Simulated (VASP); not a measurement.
Ti:

```
Ti
1.0
     0.00000    2.03000    2.03000
     2.03000    0.00000    2.03000
     2.03000    2.03000    0.00000
Ti
1
Direct
  0.00000 0.00000 0.00000
```

This isn't the form of Ti at room conditions, which is hcp.

- Program: VASP 6.6.1
- Task: relaxation of cell and atoms
- Functional: revPBE
- Potentials or basis: VASP PAW PBE potentials, release 64 (Ti_sv)
- Cutoff: 600 eV
- k mesh: 11 × 11 × 11
- Occupations: fermi-dirac, width 0.05 eV
- Spin: no spin polarisation

At the start: pressure 6.3 GPa; volume 16.73 Å³/atom.

Question: Where does the relaxation end?

Answer: Over 3 steps the energy falls by 18.5 meV/atom and the volume is 17.71 Å³/atom (+5.9 %); space group Fm-3m (No. 225, to 0.1 Å) before and after.

Step by step:
```csv
step,energy change (eV),largest force (eV/Å),pressure (GPa),volume (Å³)
1,0.0000,0.0000,6.29,16.73
2,-0.0110,0.0000,-3.49,18.37
3,-0.0185,0.0000,-0.03,17.71
```

Final structure:
```
Ti
1.0
     0.00000    2.06889    2.06889
     2.06889    0.00000    2.06889
     2.06889    2.06889    0.00000
Ti
1
Direct
  0.00000 0.00000 0.00000
```

Caveat: the PAW data sets were made with another functional, which shifts forces and pressure a little.
